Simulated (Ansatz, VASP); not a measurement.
# One calculation of NbC4, two programs

The input INCAR:

```
SYSTEM = NbC4
PREC = Accurate
ENCUT = 600
EDIFF = 1E-6
ISMEAR = 0
SIGMA = 0.1
LREAL = .False.
LASPH = .True.
NELM = 60
ALGO = Normal
ISIF = 3
LWAVE = .False.
LCHARG = .False.
GGA = PE
IBRION = 2
NSW = 100
EDIFFG = -0.01
```

The input KPOINTS:

```
regular mesh
0
Gamma
  10 10 10
  0 0 0
```

Contents of POSCAR:

```
NbC4
1.0
    4.1582491300      0.0000000000      0.0000000000
    0.0000000000      4.1582491300      0.0000000000
    0.0000000000      0.0000000000      4.1582491300
Nb C
1 4
Direct
    0.5000000000      0.5000000000      0.5000000000
    0.0000000000      0.5000000000      0.5000000000
    0.5000000000      0.0000000000      0.5000000000
    0.5000000000      0.5000000000      0.0000000000
    0.0000000000      0.0000000000      0.0000000000
```

Input for Ansatz:

```yaml
crystal:
  lattice:
    - [4.15824913, 0.0, 0.0]
    - [0.0, 4.15824913, 0.0]
    - [0.0, 0.0, 4.15824913]
  atoms:
    - { symbol: Nb, position: [0.5, 0.5, 0.5] }
    - { symbol: C, position: [0.0, 0.5, 0.5] }
    - { symbol: C, position: [0.5, 0.0, 0.5] }
    - { symbol: C, position: [0.5, 0.5, 0.0] }
    - { symbol: C, position: [0.0, 0.0, 0.0] }
basis:
  ecutwfc: 420
kpoints:
  mp_grid: { grid: [10, 10, 10] }
hamiltonian:
  xc: pbe
scf:
  occupations: { method: gaussian, width: 0.1 }
output:
  forces: true
  stress: true
  eigenvalues: true
relax:
  adjacent_minimum: "off"
  f_tol: 0.01
  max_steps: 80
  cell: { stress_tol: 0.05 }
```

Alike in both runs: task relaxation of cell and atoms; functional PBE; k mesh 10 × 10 × 10; occupations gaussian, width 0.1 eV; no spin polarisation.

```csv
,VASP,Ansatz
version,VASP 6.6.1,Ansatz 0.2.0
potentials or method,"VASP PAW PBE potentials, release 64 (Nb_sv, C), cutoff 600 eV","scalar-relativistic, plane waves, PAW"
valence electrons in the cell,29,29
```

Ansatz gave:

```
gap on the k mesh at the Fermi level, each at its own relaxed structure (eV) : none
relaxed volume (Å³/atom)                                                     : 14.52
relaxed cell length with the largest relative difference (Å)                 : 4.171
```

Question: What did VASP give for the same quantities?

Answer: gap on the k mesh at the Fermi level, each at its own relaxed structure (eV): none; relaxed volume (Å³/atom): 14.48; relaxed cell length with the largest relative difference (Å): 4.168.

A gap of «none» marks a metal or a gap that the smearing closes.
